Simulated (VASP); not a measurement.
# GaN (P6_3/mmc) in VASP: G0W0 quasiparticle levels with PBE

Aim: the G0W0 quasiparticle levels of GaN with PBE.

All numbers are computed with VASP 6.6.1; they aren't measurements. Logs are shortened: lines on timing, memory, paths and dates and some standing lists are left out, and cuts for length are marked.

## 1. The cell of the first run

Symmetry: P6_3/mmc, No. 194, hexagonal system. Conventional cell: a = 2.967 Å, b = 2.967 Å, c = 5.033 Å, α = 90.00°, β = 90.00°, γ = 120.00°. Ga (site symmetry -3m) has 6 N at 2.13 Å and 2 Ga at 2.52 Å within 2.8 Å. N (site symmetry -6m2) has 6 Ga at 2.13 Å within 2.8 Å.

## 2. G0W0 quasiparticle levels, PBE

Contents of POSCAR:

```
GaN
1.0
    2.9672035366      0.0000000000      0.0000000000
   -1.4836017683      2.5696736409      0.0000000000
    0.0000000000      0.0000000000      5.0329255204
Ga N
2 2
Direct
    0.0000000000      0.0000000000      0.0000000000
    0.0000000000      0.0000000000      0.5000000000
    0.3333333333      0.6666666667      0.2500000000
    0.6666666667      0.3333333333      0.7500000000
```

Contents of INCAR.step1:

```
PREC = Accurate
ENCUT = 500
EDIFF = 1E-8
ISMEAR = 0
SIGMA = 0.01
LREAL = F
LASPH = T
NELM = 80
ALGO = Normal
LWAVE = T
LCHARG = F
GGA = PE
```

Contents of INCAR.step2:

```
PREC = Accurate
ENCUT = 500
EDIFF = 1E-8
ISMEAR = 0
SIGMA = 0.01
LREAL = F
LASPH = T
NELM = 1
ALGO = Exact
LWAVE = T
LCHARG = F
GGA = PE
NBANDS = 132
LOPTICS = T
ISTART = 1
```

Contents of INCAR.step3:

```
PREC = Accurate
ENCUT = 500
EDIFF = 1E-8
ISMEAR = 0
SIGMA = 0.01
LREAL = F
LASPH = T
ALGO = EVGW0
LWAVE = F
LCHARG = F
GGA = PE
NELMGW = 1
NBANDS = 132
ENCUTGW = 120.0
NOMEGA = 96
PRECFOCK = Fast
ISTART = 1
NBANDSGW = 26
OMEGAMAX = 20
```

Contents of KPOINTS:

```
regular mesh
0
Gamma
  6 6 4
```

Potentials or basis: VASP PAW PBE potentials, release 64 (Ga_d_GW, N_GW).

Command:

```sh
> cat potpaw_PBE.64/Ga_d_GW/POTCAR potpaw_PBE.64/N_GW/POTCAR > POTCAR
> cp INCAR.step1 INCAR
> mpirun -np 1 vasp_std > vasp.out
> cp INCAR.step2 INCAR
> mpirun -np 1 vasp_std > vasp.out
> cp INCAR.step3 INCAR
> mpirun -np 1 vasp_std > vasp.out
```

OUTCAR:

```text
PREC = Accurate
   ENCUT = 500
   EDIFF = 1E-8
   ISMEAR = 0
   LREAL = F
   LASPH = T
   GGA = PE
   NELMGW = 1
   ENCUTGW = 120.0
   PRECFOCK = Fast
   ISTART = 1

 ion  position               nearest neighbor table
   1  0.000  0.000  0.000-   3 2.13   4 2.13   4 2.13   3 2.13   4 2.13   3 2.13   2 2.52   2 2.52

   2  0.000  0.000  0.500-   3 2.13   4 2.13   4 2.13   3 2.13   4 2.13   3 2.13   1 2.52   1 2.52

   3  0.333  0.667  0.250-   1 2.13   2 2.13   1 2.13   2 2.13   1 2.13   2 2.13
   4  0.667  0.333  0.750-   1 2.13   2 2.13   1 2.13   2 2.13   1 2.13   2 2.13

  LATTYP: Found a hexagonal cell.
 ALAT       =     2.9672035366
 C/A-ratio  =     1.6961847943

  Lattice vectors:

 A1 = (   2.9672035366,   0.0000000000,   0.0000000000)
 A2 = (  -1.4836017683,   2.5696736409,   0.0000000000)
 A3 = (   0.0000000000,   0.0000000000,   5.0329255204)

Analysis of symmetry for initial positions (statically):
=====================================================================
 Subroutine PRICEL returns:
 Original cell was already a primitive cell.

 Routine SETGRP: Setting up the symmetry group for a
 hexagonal supercell.

 Subroutine GETGRP returns: Found 24 space group operations
 (whereof 12 operations were pure point group operations)
 out of a pool of 24 trial point group operations.

The static configuration has the point symmetry D_3d.
 The point group associated with its full space group is D_6h.

Analysis of symmetry for dynamics (positions and initial velocities):
=====================================================================
 Subroutine PRICEL returns:
 Original cell was already a primitive cell.

 Routine SETGRP: Setting up the symmetry group for a
 hexagonal supercell.

 Subroutine GETGRP returns: Found 24 space group operations
 (whereof 12 operations were pure point group operations)
 out of a pool of 24 trial point group operations.

The dynamic configuration has the point symmetry D_3d.
 The point group associated with its full space group is D_6h.

 Subroutine INISYM returns: Found 24 space group operations
 (whereof 12 operations are pure point group operations),
 and found     1 'primitive' translations

----------------------------------------------------------------------------------------

                                     Primitive cell

  volume of cell :      38.3748

  direct lattice vectors                    reciprocal lattice vectors
     2.967203537  0.000000000  0.000000000     0.337017662  0.194577238  0.000000000
    -1.483601768  2.569673641  0.000000000     0.000000000  0.389154476  0.000000000
     0.000000000  0.000000000  5.032925520     0.000000000  0.000000000  0.198691595

  length of vectors
     2.967203537  2.967203537  5.032925520     0.389154476  0.389154476  0.198691595

  position of ions in fractional coordinates (direct lattice)
     0.000000000  0.000000000  0.000000000
     0.000000000  0.000000000  0.500000000
     0.333333333  0.666666667  0.250000000
     0.666666667  0.333333333  0.750000000

  ion indices of the primitive-cell ions
   primitive index   ion index
                 1           1
                 2           2
                 3           3
                 4           4

----------------------------------------------------------------------------------------

 KPOINTS: regular mesh

Automatic generation of k-mesh.
 Grid dimensions read from file:
 generate k-points for:    6    6    4

 Generating k-lattice:

  Cartesian coordinates                     Fractional coordinates (reciprocal lattice)
     0.056169610  0.032429540  0.000000000     0.166666667  0.000000000  0.000000000
     0.000000000  0.064859079  0.000000000     0.000000000  0.166666667  0.000000000
     0.000000000  0.000000000  0.049672899     0.000000000  0.000000000  0.250000000

  Length of vectors
     0.064859079  0.064859079  0.049672899

  Shift w.r.t. Gamma in fractional coordinates (k-lattice)
     0.000000000  0.000000000  0.000000000

 Subroutine IBZKPT returns following result:
 ===========================================

 Found     21 irreducible k-points:

 Following reciprocal coordinates:
            Coordinates               Weight
  0.000000  0.000000  0.000000      1.000000
  0.166667  0.000000  0.000000      6.000000
  0.333333 -0.000000  0.000000      6.000000
  0.500000 -0.000000  0.000000      3.000000
  0.166667  0.166667  0.000000      6.000000
  0.333333  0.166667  0.000000     12.000000
[... 13 lines left out ...]
  0.333333  0.166667  0.500000     12.000000
  0.333333  0.333333  0.500000      2.000000
   k-points           NKPTS =     21   k-points in BZ     NKDIM =    144   number of bands    NBANDS=    132
   number of dos      NEDOS =    301   number of ions     NIONS =      4
   total plane-waves  NPLWV =  23040
   dimension x,y,z NGX =    24 NGY =   24 NGZ =   40
   dimension x,y,z NGXF=    48 NGYF=   48 NGZF=   80
   ions per type =               2   2
   NGX,Y,Z   is equivalent  to a cutoff of  13.45, 13.45, 13.21 a.u.
   NGXF,Y,Z  is equivalent  to a cutoff of  26.89, 26.89, 26.43 a.u.
 SYSTEM =  unknown system
   PREC   = accura    normal or accurate (medium, high low for compatibility)
   ISTART =      1    job   : 0-new  1-cont  2-samecut
   ICHARG =      0    charge: 1-file 2-atom 10-const
   ISPIN  =      1    spin polarized calculation?
   LNONCOLLINEAR =      F non collinear calculations
   LSORBIT =      F    spin-orbit coupling
   LASPH  =      T    aspherical Exc in radial PAW
   ENCUT  =  500.0 eV  36.75 Ry    6.06 a.u.   5.41  5.41  9.18*2*pi/ulx,y,z
   NELM   =     60;   NELMIN=  2; NELMDL=  0     # of ELM steps
   EDIFF  = 0.1E-07   stopping-criterion for ELM
   LREAL  =      F    real-space projection
   EDIFFG = 0.1E-06   stopping-criterion for IOM
   NSW    =      0    number of steps for IOM
   IBRION =     -1    ionic relax: 0-MD 1-quasi-New 2-CG
   NFREE  =      0    steps in history (QN), initial steepest desc. (CG)
   ISIF   =      0    stress and relaxation
   ISYM   =      3    0-nonsym 1-usesym 2-fastsym
   POTIM  = 0.5000    time-step for ionic-motion
   TEBEG  =    0.0;   TEEND  =   0.0 temperature during run
   PSTRESS=    0.0 pullay stress
   NELECT =      36.0000    total number of electrons
   NUPDOWN=      -1.0000    fix difference up-down
   EMIN   =  10.00;   EMAX   =-10.00  energy-range for DOS
   EFERMI =   0.00;   METHOD = LEGACY
   ISMEAR =     0;   SIGMA  =   0.01  broadening in eV -4-tet -1-fermi 0-gaus
   EFERMI_NEDOS =   21; number of points for ismear=-14 and -15
   IALGO  =     38    algorithm
   IMIX   =      4    mixing-type and parameters
     AMIX     =   0.40;   BMIX     =  1.00
     AMIX_MAG =   1.60;   BMIX_MAG =  1.00
  volume/ion in A,a.u.               =       9.59        64.74
  Fermi-wavevector in a.u.,A,eV,Ry     =   1.602607  3.028488 34.944516  2.568349
  Thomas-Fermi vector in A             =   2.699401
   LORBIT       =      0    0 simple, 1 ext, 2 COOP (PROOUT), +10 PAW based schemes
   GGA     = PE    functional components
   LHFCALC =     T    Hartree Fock is set to
   PRECFOCK=fast      Normal, Fast or Accurate (Low or Medium for compatibility)
   ENCUT4O =  -1.0   cutoff for four orbital integrals eV
   NKREDX  =     1    reduce k-point grid by
   NKREDY  =     1    reduce k-point grid by
   NKREDZ  =     1    reduce k-point grid by
   AEXX    =    1.0000 exact exchange contribution
   HFSCREEN=    0.0000 screening length (either q_TF or 0.3 A-1)
   HFSCREENC=   0.0000 screening length for correlation (either q_TF or 0.3 A-1)
   ENCUTFOCK=  -1.0 apply spherical cutoff to Coloumb kernel
   IVDW    =     0    specifies the selected vdW correction
   LEPSILON=     F    determine dielectric tensor
   LRPA    =     F    only Hartree local field effects (RPA)
   LRPAFORCE           =     F    calculate RPA forces
   ENCUTGW             = 120.0    cutoff for response function in eV
   ENCUTGWSOFT         =  96.0    soft cutoff for Coulomb kernel in GW response function in eV
   ENCUTLF             =  -1.0    cutoff for local field effects
   NELMGW              =     1    number of iterations in solving QP/BSE equation
   NELMHF              =     1    number of iterations in the inner HF iteration
   NKREDLFX            =     1    NKREDLFY  =   1   NKREDLFZ  =   1
 non-spin polarized calculation
 Gauss-broadening in eV      SIGMA  =   0.01
  energy-cutoff  :      500.00
  volume of cell :       38.37
 maximum number of plane-waves:      1002
 NGX is ok and might be reduce to    24
  NGX = 14; NGY = 14; NGZ = 24
   NGX = 11   NGY = 11   NGZ = 19
 maximum number of plane-waves:       123
 NGX is ok and might be reduce to    14

 QP shifts <psi_nk| G(iteration)W_0 |psi_nk>: iteration 1
 for sc-GW calculations column KS-energies equals QP-energies in previous step
 and V_xc(KS)=  KS-energies - (<T + V_ion + V_H > + <T+V_H+V_ion>^1  + <V_x>^1)

 k-point   1 :       0.0000    0.0000    0.0000
  band No.  KS-energies  QP-energies   sigma(KS)   V_xc(KS)     V^pw_x(r,r')   Z            occupation Imag(sigma)

      1      -9.7334     -10.3518     -15.4902     -14.5471     -24.3849       0.6557       2.0000       1.2202
      2      -7.1187     -10.0161     -25.2681     -21.2718     -34.5084       0.7250       2.0000       0.1285
      3      -6.8676      -9.8209     -25.6176     -21.5454     -35.0646       0.7252       2.0000       0.1853
      4      -6.8676      -9.8209     -25.6176     -21.5454     -35.0646       0.7252       2.0000       0.1853
      5      -6.8307      -7.4863     -17.0169     -16.0545     -25.3862       0.6812       2.0000       0.9395
      6      -6.7004      -9.6904     -25.7695     -21.6743     -35.0365       0.7301       2.0000       0.1153
[... 18 lines left out ...]
     25      21.1993      21.8945     -11.3832     -12.2843      -4.7898       0.7716       0.0000      -0.3395
     26      21.1993      21.8945     -11.3832     -12.2843      -4.7898       0.7716       0.0000      -0.3395

 k-point   2 :       0.1667    0.0000    0.0000
  band No.  KS-energies  QP-energies   sigma(KS)   V_xc(KS)     V^pw_x(r,r')   Z            occupation Imag(sigma)

      1      -9.2669      -9.9032     -15.7013     -14.7351     -24.4881       0.6585       2.0000       1.1661
      2      -7.6264      -9.5359     -21.8453     -19.0915     -31.0339       0.6934       2.0000       0.5131
      3      -7.0904      -9.9777     -25.2369     -21.2583     -34.4724       0.7257       2.0000       0.1347
      4      -6.8547      -9.8153     -25.6526     -21.5727     -35.1064       0.7257       2.0000       0.1843
      5      -6.7460      -9.7091     -25.6235     -21.5585     -34.8687       0.7289       2.0000       0.1224
      6      -6.7088      -9.6952     -25.7260     -21.6306     -35.0402       0.7292       2.0000       0.1393
[... 558 lines left out ...]
     25      19.1302      20.0045     -13.7632     -14.9357      -7.3969       0.7457       0.0000      -0.2298
     26      19.1302      20.0045     -13.7632     -14.9357      -7.3969       0.7457       0.0000      -0.2298

 k-point  21 :       0.3333    0.3333    0.5000
  band No.  KS-energies  QP-energies   sigma(KS)   V_xc(KS)     V^pw_x(r,r')   Z            occupation Imag(sigma)

      1      -7.8331      -9.8062     -22.1403     -19.2912     -31.4394       0.6925       2.0000       0.4925
      2      -7.8331      -9.8062     -22.1403     -19.2912     -31.4394       0.6925       2.0000       0.4925
      3      -6.8195      -9.7645     -25.5716     -21.5178     -34.9712       0.7265       2.0000       0.1803
      4      -6.8195      -9.7645     -25.5716     -21.5178     -34.9712       0.7265       2.0000       0.1803
      5      -6.6776      -9.6295     -25.6991     -21.6585     -34.9410       0.7305       2.0000       0.1287
      6      -6.6776      -9.6295     -25.6991     -21.6585     -34.9410       0.7305       2.0000       0.1287
[... 18 lines left out ...]
     25      18.8348      19.7003     -13.8172     -14.9759      -7.5817       0.7470       0.0000      -0.1998
     26      18.8348      19.7003     -13.8172     -14.9759      -7.5817       0.7470       0.0000      -0.1998
```

It took 21 min on 1 thread of AMD EPYC 9R45 (Zen 5), shared host; peak memory 0.65 GiB.

Results:

| Property | Result |
| --- | --- |
| Quasiparticle gap | 2.16 eV |
| Least direct quasiparticle gap | 2.76 eV |
| Band gap of the starting levels on the mesh | 1.32 eV |
| Least direct gap of the starting levels on the mesh | 1.77 eV |

Caveat: the k points lie up to 0.41 Å⁻¹ apart; bands, screening cutoff and mesh are small and nothing is extrapolated, so the quasiparticle values aren't converged.
